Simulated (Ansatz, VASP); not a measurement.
# Mo: VASP beside Ansatz

File INCAR:

```
SYSTEM = Mo
  ALGO = Normal
  EDIFF = 1E-7
  ENCUT = 520
  GGA = CA
  ISIF = 2
  ISMEAR = 0
  LASPH = .True.
  LCHARG = .False.
  LREAL = .False.
  LWAVE = .False.
  NBANDS = 13
  NELM = 80
  PREC = Accurate
  SIGMA = 0.15
```

The input KPOINTS:

```
k-points
0
Gamma
  18 18 18
  0 0 0
```

POSCAR

```
Mo
1.0
    2.8038981571      0.0000000000      0.0000000000
   -1.4019490786      2.4282470337      0.0000000000
    0.0000000000      0.0000000000      2.5551807000
Mo
1
Direct
    0.0000000000      0.0000000000      0.5000000000
```

Input for Ansatz:

```yaml
crystal:
  lattice:
    - [2.8038981571, 0.0, 0.0]
    - [-1.4019490786, 2.4282470337, 0.0]
    - [0.0, 0.0, 2.5551807]
  atoms:
    - { symbol: Mo, position: [0.0, 0.0, 0.5] }
basis:
  ecutwfc: 420
kpoints:
  mp_grid: { grid: [18, 18, 18] }
hamiltonian:
  xc: lda
scf:
  occupations: { method: gaussian, width: 0.15 }
output:
  forces: true
  stress: true
  eigenvalues: true
```

Change from the starting cell: strain +0.0250 x Voigt [1, 1, 0, 0, 0, 0], atoms carried along.

Alike in both runs: task single point; functional LDA; k mesh 18 × 18 × 18; occupations gaussian, width 0.15 eV; no spin polarisation.

```csv
,VASP,Ansatz
version,VASP 6.6.1,Ansatz 0.2.0
potentials or method,"VASP PAW LDA potentials, release 64 (Mo_sv), cutoff 520 eV","scalar-relativistic, plane waves, PAW"
valence electrons in the cell,14,14
```

```tsv
	VASP	Ansatz	Ansatz less VASP
gap on the k mesh at the Fermi level (eV)	none	none	-
pressure (GPa)	-16.4	-17.1	-0.79
traceless stress, the component that is largest in VASP (GPa)	-0.59	-0.70	-0.112
```

LDA's correlation is that of Perdew and Zunger in VASP and of Perdew and Wang (1992) in Ansatz. A gap of «none» marks a metal or a gap that the smearing closes.
